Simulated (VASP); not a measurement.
# LiNbO3 (R-3c) in VASP: a series of runs

Runs on LiNbO3. Level: PBE. Tasks: single point.

Everything below comes from runs of VASP 6.6.1. Logs are shortened: lines on timing, memory, paths and dates and some standing lists are left out, and cuts for length are marked.

### Step 1. The cell of the first run

The structure is trigonal, space group R-3c (No. 167). The conventional cell has a = 5.478 Å, b = 5.478 Å, c = 12.540 Å, α = 90.00°, β = 90.00°, γ = 120.00°. Li (site symmetry 32) has 9 O at 2.24 to 2.67 Å within 3.0 Å. Nb (site symmetry -3) has 6 O at 1.96 Å within 2.6 Å. O (site symmetry 2) has 2 Nb at 1.96 Å and 3 Li at 2.24 to 2.67 Å and 4 O at 2.67 Å within 2.7 Å.

### Step 2. Single point, PBE

The input, INCAR:

```
SYSTEM = LiNbO3
PREC = Accurate
ENCUT = 520
EDIFF = 1E-6
ISMEAR = 0
SIGMA = 0.05
LREAL = .FALSE.
LASPH = .TRUE.
NELM = 80
ALGO = Normal
ISIF = 2
LWAVE = .FALSE.
LCHARG = .FALSE.
GGA = PE
NBANDS = 45
```

The input, KPOINTS:

```
regular mesh
0
G
  6 6 6
  0 0 0
```

The input, POSCAR:

```
LiNbO3
1.0
    2.7391116143      1.5814268279      4.1800669308
   -2.7391116143      1.5814268279      4.1800669308
    0.0000000000     -3.1628536556      4.1800669309
Li Nb O
2 2 6
Direct
    0.2500000000      0.2500000000      0.2500000000
    0.7500000000      0.7500000000      0.7500000000
    0.0000000000      0.0000000000      0.0000000000
    0.5000000000      0.5000000000      0.5000000000
    0.1590542063      0.3409457937      0.7500000000
    0.7500000000      0.1590542063      0.3409457937
    0.3409457937      0.7500000000      0.1590542063
    0.8409457937      0.6590542063      0.2500000000
    0.2500000000      0.8409457937      0.6590542063
    0.6590542063      0.2500000000      0.8409457937
```

Potentials or basis: VASP PAW PBE potentials, release 64 (Li_sv, Nb_sv, O).

Run with:

```
cat potpaw_PBE.64/Li_sv/POTCAR potpaw_PBE.64/Nb_sv/POTCAR potpaw_PBE.64/O/POTCAR > POTCAR
mpirun -np 1 vasp_std > vasp.out
```

OUTCAR:

```text
SYSTEM = LiNbO3
   PREC = Accurate
   ENCUT = 520
   EDIFF = 1E-6
   ISMEAR = 0
   LREAL = .FALSE.
   LASPH = .TRUE.
   NELM = 80
   ISIF = 2
   GGA = PE

 ion  position               nearest neighbor table
   1  0.250  0.250  0.250-   9 2.24  10 2.24   8 2.24
   2  0.750  0.750  0.750-   6 2.24   7 2.24   5 2.24
   3  0.000  0.000  0.000-   5 1.96   8 1.96   6 1.96   9 1.96   7 1.96  10 1.96
   4  0.500  0.500  0.500-   5 1.96   8 1.96   7 1.96  10 1.96   9 1.96   6 1.96
   5  0.159  0.341  0.750-   3 1.96   4 1.96   2 2.24
   6  0.750  0.159  0.341-   3 1.96   4 1.96   2 2.24
   7  0.341  0.750  0.159-   4 1.96   3 1.96   2 2.24
   8  0.841  0.659  0.250-   3 1.96   4 1.96   1 2.24
   9  0.250  0.841  0.659-   3 1.96   4 1.96   1 2.24
  10  0.659  0.250  0.841-   4 1.96   3 1.96   1 2.24

  LATTYP: Found a trigonal (rhomboedric) cell.
 ALAT       =     5.2418129300
 COS(alpha) =     0.4538820907

  Lattice vectors:

 A1 = (   2.7391116143,   1.5814268279,   4.1800669308)
 A2 = (  -2.7391116143,   1.5814268279,   4.1800669308)
 A3 = (   0.0000000000,  -3.1628536556,   4.1800669309)

Analysis of symmetry for initial positions (statically):
=====================================================================
 Subroutine PRICEL returns:
 Original cell was already a primitive cell.

 Routine SETGRP: Setting up the symmetry group for a
 trigonal (rhombohedral) supercell.

 Subroutine GETGRP returns: Found 12 space group operations
 (whereof  6 operations were pure point group operations)
 out of a pool of 12 trial point group operations.

The static configuration has the point symmetry S_6 .
 The point group associated with its full space group is D_3d.

Analysis of symmetry for dynamics (positions and initial velocities):
=====================================================================
 Subroutine PRICEL returns:
 Original cell was already a primitive cell.

 Routine SETGRP: Setting up the symmetry group for a
 trigonal (rhombohedral) supercell.

 Subroutine GETGRP returns: Found 12 space group operations
 (whereof  6 operations were pure point group operations)
 out of a pool of 12 trial point group operations.

The dynamic configuration has the point symmetry S_6 .
[... 120 lines left out ...]
   IBRION =     -1    ionic relax: 0-MD 1-quasi-New 2-CG
   NFREE  =      0    steps in history (QN), initial steepest desc. (CG)
   ISIF   =      2    stress and relaxation
   ISYM   =      2    0-nonsym 1-usesym 2-fastsym
   POTIM  = 0.5000    time-step for ionic-motion
   TEBEG  =    0.0;   TEEND  =   0.0 temperature during run
   PSTRESS=    0.0 pullay stress
   NELECT =      68.0000    total number of electrons
   NUPDOWN=      -1.0000    fix difference up-down
   EMIN   =  10.00;   EMAX   =-10.00  energy-range for DOS
   EFERMI =   0.00;   METHOD = LEGACY
   ISMEAR =     0;   SIGMA  =   0.05  broadening in eV -4-tet -1-fermi 0-gaus
   EFERMI_NEDOS =   21; number of points for ismear=-14 and -15
   IALGO  =     38    algorithm
   IMIX   =      4    mixing-type and parameters
     AMIX     =   0.40;   BMIX     =  1.00
     AMIX_MAG =   1.60;   BMIX_MAG =  1.00
  volume/ion in A,a.u.               =      10.86        73.31
  Fermi-wavevector in a.u.,A,eV,Ry     =   1.400383  2.646339 26.681995  1.961071
  Thomas-Fermi vector in A             =   2.523349
   LORBIT       =      0    0 simple, 1 ext, 2 COOP (PROOUT), +10 PAW based schemes
   GGA     = PE    functional components
   LHFCALC =     F    Hartree Fock is set to
   AEXX    =    0.0000 exact exchange contribution
   IVDW    =     0    specifies the selected vdW correction
   LEPSILON=     F    determine dielectric tensor
   LRPA    =     F    only Hartree local field effects (RPA)
 non-spin polarized calculation
 Gauss-broadening in eV      SIGMA  =   0.05
  energy-cutoff  :      520.00
  volume of cell :      108.64
 maximum number of plane-waves:      2958
   NGX = 19   NGY = 19   NGZ = 19

 number of electron      67.9999978 magnetization

 Free energy of the ion-electron system (eV)
  ---------------------------------------------------
  ext. energy  EPLUGINS =         0.00000000
  ---------------------------------------------------
  free energy    TOTEN  =       -78.85574434 eV

  energy without entropy =      -78.85574434  energy(sigma->0) =      -78.85574434

 E-fermi :   4.1464     XC(G=0): -10.6592

 val. band max:        3.7954935879   @ k =  -0.1667   0.1667   0.0000
 cond. band min:       6.0017944169   @ k =   0.0000   0.0000   0.0000
 fundamental gap:      2.2063008290
 Fermi energy:         4.1464151739

 k-point     1 :       0.0000    0.0000    0.0000
  band No.  band energies     occupation
      1     -50.5762      2.00000
      2     -50.5608      2.00000
      3     -40.2388      2.00000
      4     -40.2373      2.00000
      5     -26.8803      2.00000
      6     -26.8803      2.00000
[... 1141 lines left out ...]
     44      13.3418      0.00000
     45      13.4374      0.00000

 [... further k-points ...]

------------------------ aborting loop because EDIFF is reached ----------------------------------------

  FORCE on cell =-STRESS in cart. coord.  units (eV):
  Direction    XX          YY          ZZ          XY          YZ          ZX
  --------------------------------------------------------------------------------------
  -------------------------------------------------------------------------------------
  Total        1.9024512      1.9024512     13.7007062      0.0000000      0.0000000      0.0000000
  in kB       28.0563256     28.0563256    202.0506345      0.0000000      0.0000000      0.0000000
  external PRESSURE =      86.0544286 kB  Pullay stress =       0.0000000 kB

 VOLUME and BASIS-vectors are now :
 -----------------------------------------------------------------------------
  energy-cutoff  :      520.00
  volume of cell :      108.64
      direct lattice vectors                 reciprocal lattice vectors
     2.739111614  1.581426828  4.180066931     0.182540937  0.105390059  0.079743540
    -2.739111614  1.581426828  4.180066931    -0.182540937  0.105390059  0.079743540
     0.000000000 -3.162853656  4.180066931     0.000000000 -0.210780118  0.079743540

 POSITION                                       TOTAL-FORCE (eV/Angst)
 -----------------------------------------------------------------------------------
      0.00000      0.00000      3.13505        -0.000000     -0.000000     -0.000000
      0.00000      0.00000      9.40515        -0.000000     -0.000000     -0.000000
      0.00000      0.00000      0.00000        -0.000000     -0.000000     -0.000000
      0.00000      0.00000      6.27010        -0.000000     -0.000000     -0.000000
     -0.49822     -1.58143      5.22508        -0.542601     -0.000000      0.000000
      1.61867      0.35924      5.22508         0.271300     -0.469906      0.000000
     -1.12045      1.22219      5.22508         0.271300      0.469906     -0.000000
      0.49822      1.58143      7.31512         0.542601     -0.000000      0.000000
     -1.61867     -0.35924      7.31512        -0.271300      0.469906     -0.000000
      1.12045     -1.22219      7.31512        -0.271300     -0.469906      0.000000
 -----------------------------------------------------------------------------------
    total drift:                               -0.000000      0.000000     -0.000000

  FREE ENERGIE OF THE ION-ELECTRON SYSTEM (eV)
  ---------------------------------------------------
  free  energy   TOTEN  =       -78.8557443389 eV

  energy  without entropy=      -78.8557443389  energy(sigma->0) =      -78.85574434
```

It took 2.8 min on 1 thread of Intel Xeon Platinum 8488C (Sapphire Rapids), shared host; peak memory 0.31 GiB.

Results:

```
Free energy            : -78.8557 eV
Largest force          : 0.543 eV/Å
Band gap on the k mesh : 2.21 eV (least direct gap 2.27 eV)
```

Forces on the atoms (eV/Å):
```
Li   0.000  0.000  0.000
Li   0.000  0.000  0.000
Nb   0.000  0.000  0.000
Nb   0.000  0.000  0.000
O   -0.543  0.000  0.000
O    0.271 -0.470  0.000
O    0.271  0.470  0.000
O    0.543  0.000  0.000
O   -0.271  0.470  0.000
O   -0.271 -0.470  0.000
```

Caveat: the cutoff is under 1.25 times the usual one of these potentials, so pressure, stress and relaxed cells hold a basis-set (Pulay) error. A k mesh can miss the band edges.

### Step 3. Single point, PBE

This run uses another cell than the first one, of the same volume but with other edges.

The input, INCAR:

```
PREC = Accurate ; ENCUT = 520
EDIFF = 1E-7 ; ISMEAR = 0
SIGMA = 0.05 ; LREAL = False
LASPH = True ; NELM = 80
ALGO = Normal ; ISIF = 2
LWAVE = False ; LCHARG = True
GGA = PE ; LELF = True
LVHAR = True ; NBANDS = 45
```

The input, KPOINTS:

```
regular mesh
0
Gamma
  6 6 6
```

The input, POSCAR:

```
LiNbO3
1.0
    2.8131840873      1.6241925901      3.9628386510
   -2.8131840873      1.6241925901      3.9628386510
    0.0000000000     -3.2483851801      3.9628386510
Li Nb O
2 2 6
Direct
    0.2500000000      0.2500000000      0.2500000000
    0.7500000000      0.7500000000      0.7500000000
    0.0000000000      0.0000000000      0.0000000000
    0.5000000000      0.5000000000      0.5000000000
    0.1303353734      0.3696646266      0.7500000000
    0.7500000000      0.1303353734      0.3696646266
    0.3696646266      0.7500000000      0.1303353734
    0.8696646266      0.6303353734      0.2500000000
    0.2500000000      0.8696646266      0.6303353734
    0.6303353734      0.2500000000      0.8696646266
```

Potentials or basis: VASP PAW PBE potentials, release 64 (Li_sv, Nb_sv, O).

Run with:

```
cat potpaw_PBE.64/Li_sv/POTCAR potpaw_PBE.64/Nb_sv/POTCAR potpaw_PBE.64/O/POTCAR > POTCAR
mpirun -np 1 vasp_std > vasp.out
```

Wall time 3.8 min (1 thread of Intel Xeon Platinum 8488C (Sapphire Rapids), shared host); peak memory 0.3 GiB.

Results (log left out):

| Quantity | Value |
| --- | --- |
| Free energy | -77.9439 eV |
| Largest force | 0.521 eV/Å |
| Band gap on the k mesh | 1.47 eV |

Forces on the atoms (eV/Å):
```
Li   0.000  0.000  0.000
Li   0.000  0.000  0.000
Nb   0.000  0.000  0.000
Nb   0.000  0.000  0.000
O    0.521  0.000  0.000
O   -0.261  0.451  0.000
O   -0.261 -0.451  0.000
O   -0.521  0.000  0.000
O    0.261 -0.451  0.000
O    0.261  0.451  0.000
```

Levels at points of the mesh, in eV from the valence-band top:
```
           k point  band 31  band 32  band 33  band 34  band 35  band 36  band 37  band 38
(0.00, 0.00, 0.00)    -0.64    -0.12    -0.12     0.00     1.46     2.15     2.15     4.10
(0.50, 0.00, 0.00)    -0.32    -0.32    -0.25    -0.25     3.23     3.23     3.63     3.63
(0.50, 0.50, 0.00)    -1.18    -0.91    -0.67    -0.02     1.83     2.77     3.15     3.90
(0.50, 0.50, 0.50)    -0.85    -0.85    -0.77    -0.77     2.70     2.70     3.75     3.75
```

Caveat: the cutoff is under 1.25 times the usual one of these potentials, so pressure, stress and relaxed cells hold a basis-set (Pulay) error. A k mesh can miss the band edges.

### Step 4. Single point, PBE

This run uses another cell than the first one, of the same volume but with other edges.

The input, INCAR:

```
ALGO = Normal
EDIFF = 1E-6
ENCUT = 520
GGA = PE
ISIF = 2
ISMEAR = 0
LASPH = True
LCHARG = False
LREAL = False
LWAVE = False
NBANDS = 45
NELM = 100
PREC = Accurate
SIGMA = 0.05
```

The input, KPOINTS:

```
k-points
0
Gamma
  6 6 6
```

The input, POSCAR:

```
LiNbO3
1.0
    2.6722716124      1.5428367348      4.3917893192
   -2.6722716124      1.5428367348      4.3917893192
    0.0000000000     -3.0856734694      4.3917893192
Li Nb O
2 2 6
Direct
    0.2500000000      0.2500000000      0.2500000000
    0.7500000000      0.7500000000      0.7500000000
    0.0000000000      0.0000000000      0.0000000000
    0.5000000000      0.5000000000      0.5000000000
    0.1111894848      0.3888105152      0.7500000000
    0.7500000000      0.1111894848      0.3888105152
    0.3888105152      0.7500000000      0.1111894848
    0.8888105152      0.6111894848      0.2500000000
    0.2500000000      0.8888105152      0.6111894848
    0.6111894848      0.2500000000      0.8888105152
```

Potentials or basis: VASP PAW PBE potentials, release 64 (Li_sv, Nb_sv, O).

Run with:

```
cat potpaw_PBE.64/Li_sv/POTCAR potpaw_PBE.64/Nb_sv/POTCAR potpaw_PBE.64/O/POTCAR > POTCAR
mpirun -np 1 vasp_std > vasp.out
```

OUTCAR:

```text
EDIFF = 1E-6
   ENCUT = 520
   GGA = PE
   ISIF = 2
   ISMEAR = 0
   LASPH = True
   LREAL = False
   NELM = 100
   PREC = Accurate

 ion  position               nearest neighbor table
   1  0.250  0.250  0.250-   9 1.93  10 1.93   8 1.93
   2  0.750  0.750  0.750-   6 1.93   7 1.93   5 1.93
   3  0.000  0.000  0.000-   6 2.03   9 2.03   8 2.03   5 2.03   7 2.03  10 2.03
   4  0.500  0.500  0.500-   7 2.03  10 2.03   8 2.03   5 2.03   9 2.03   6 2.03
   5  0.111  0.389  0.750-   2 1.93   3 2.03   4 2.03
   6  0.750  0.111  0.389-   2 1.93   3 2.03   4 2.03
[... 1375 lines left out ...]
  in kB     -118.2698918   -118.2698918     18.6052133      0.0000000      0.0000000     -0.0000000
  external PRESSURE =     -72.6448567 kB  Pullay stress =       0.0000000 kB

 VOLUME and BASIS-vectors are now :
 -----------------------------------------------------------------------------
  energy-cutoff  :      520.00
  volume of cell :      108.64
      direct lattice vectors                 reciprocal lattice vectors
     2.672271612  1.542836735  4.391789319     0.187106729  0.108026120  0.075899209
    -2.672271612  1.542836735  4.391789319    -0.187106729  0.108026120  0.075899209
     0.000000000 -3.085673469  4.391789319     0.000000000 -0.216052241  0.075899209

 POSITION                                       TOTAL-FORCE (eV/Angst)
 -----------------------------------------------------------------------------------
      0.00000      0.00000      3.29384        -0.000000     -0.000000      0.000000
      0.00000      0.00000      9.88153        -0.000000     -0.000000      0.000000
      0.00000      0.00000      0.00000        -0.000000     -0.000000      0.000000
      0.00000      0.00000      6.58768        -0.000000     -0.000000      0.000000
     -0.74188     -1.54284      5.48974         1.031106     -0.000000     -0.000000
      1.70708      0.12893      5.48974        -0.515553      0.892964      0.000000
     -0.96520      1.41390      5.48974        -0.515553     -0.892964      0.000000
      0.74188      1.54284      7.68563        -1.031106     -0.000000      0.000000
     -1.70708     -0.12893      7.68563         0.515553     -0.892964      0.000000
      0.96520     -1.41390      7.68563         0.515553      0.892964      0.000000
 -----------------------------------------------------------------------------------
    total drift:                               -0.000000      0.000000     -0.000000

  FREE ENERGIE OF THE ION-ELECTRON SYSTEM (eV)
  ---------------------------------------------------
  free  energy   TOTEN  =       -79.2254623192 eV

  energy  without entropy=      -79.2254623192  energy(sigma->0) =      -79.22546232
```

It took 3.4 min on 1 thread of Intel Xeon Platinum 8488C (Sapphire Rapids), shared host; peak memory 0.3 GiB.

What came out:

* Free energy: -79.2255 eV
* Largest force: 1.031 eV/Å
* Band gap on the k mesh: 2.10 eV

Forces on the atoms (eV/Å):
```
Li   0.000  0.000  0.000
Li   0.000  0.000  0.000
Nb   0.000  0.000  0.000
Nb   0.000  0.000  0.000
O    1.031  0.000  0.000
O   -0.516  0.893  0.000
O   -0.516 -0.893  0.000
O   -1.031  0.000  0.000
O    0.516 -0.893  0.000
O    0.516  0.893  0.000
```

Caveat: the cutoff is under 1.25 times the usual one of these potentials, so pressure, stress and relaxed cells hold a basis-set (Pulay) error; forces of over 1 eV/Å act on the atoms, so gaps and moduli don't describe the material at rest.

[end of part 1 of 3]
